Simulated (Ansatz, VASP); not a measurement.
# AlNi: VASP beside Ansatz

The input INCAR:

```
PREC = Accurate
ENCUT = 520
EDIFF = 1E-7
ISMEAR = 0
SIGMA = 0.15
LREAL = F
LASPH = T
NELM = 60
ALGO = Fast
ISIF = 2
LWAVE = F
LCHARG = F
GGA = PS
NBANDS = 14
```

File KPOINTS:

```
Automatic mesh
0
Gamma
  20 20 20
```

File POSCAR:

```
AlNi
1.0
    2.0213280872     -2.0213497884      0.0000000000
    2.0213280872      2.0213497884      0.0000000000
    0.0000000000      0.0000000000      2.8694088111
Al Ni
1 1
Direct
    0.0000000000      0.0000000000     -0.1045511531
    0.5000000000      0.5000000000      0.5000000000
```

Input for Ansatz:

```yaml
crystal:
  lattice:
    - [2.0213280872, -2.0213497884, 0.0]
    - [2.0213280872, 2.0213497884, 0.0]
    - [0.0, 0.0, 2.8694088111]
  atoms:
    - { symbol: Al, position: [0.0, 0.0, -0.1045511531] }
    - { symbol: Ni, position: [0.5, 0.5, 0.5] }
basis:
  ecutwfc: 420
kpoints:
  mp_grid: { grid: [20, 20, 20] }
hamiltonian:
  xc: pbesol
scf:
  occupations: { method: gaussian, width: 0.15 }
output:
  forces: true
  stress: true
  eigenvalues: true
```

Change from the starting cell: all Al atoms moved -0.300 Å, as atom 1 along Cartesian [0 0 1].

Alike in both runs: task single point; functional PBEsol; k mesh 20 × 20 × 20; occupations gaussian, width 0.15 eV; no spin polarisation.

|  | VASP | Ansatz |
| --- | --- | --- |
| version | VASP 6.6.1 | Ansatz 0.2.0 |
| potentials or method | VASP PAW PBE potentials, release 64 (Al, Ni), cutoff 520 eV | scalar-relativistic, plane waves, PAW |
| valence electrons in the cell | 13 | 21 |

|  | VASP | Ansatz | Ansatz less VASP |
| --- | --- | --- | --- |
| gap on the k mesh at the Fermi level (eV) | none | none | - |
| pressure (GPa) | 6.3 | 6.2 | -0.11 |
| traceless stress, the component that is largest in VASP (GPa) | -3.68 | -3.63 | +0.045 |
| rms of the force components (eV/Å) | 1.081 | 1.076 | -0.0053 |

VASP's potentials were made for PBE, not for PBEsol. Atom by atom the forces differ by 0.005 eV/Å (rms over components). A gap of «none» marks a metal or a gap that the smearing closes. VASP's potentials hold 13 valence electrons a cell and Ansatz's 21, so a difference there can come from the potentials and not from the codes. Ansatz's warnings: near symmetry operations not taken.
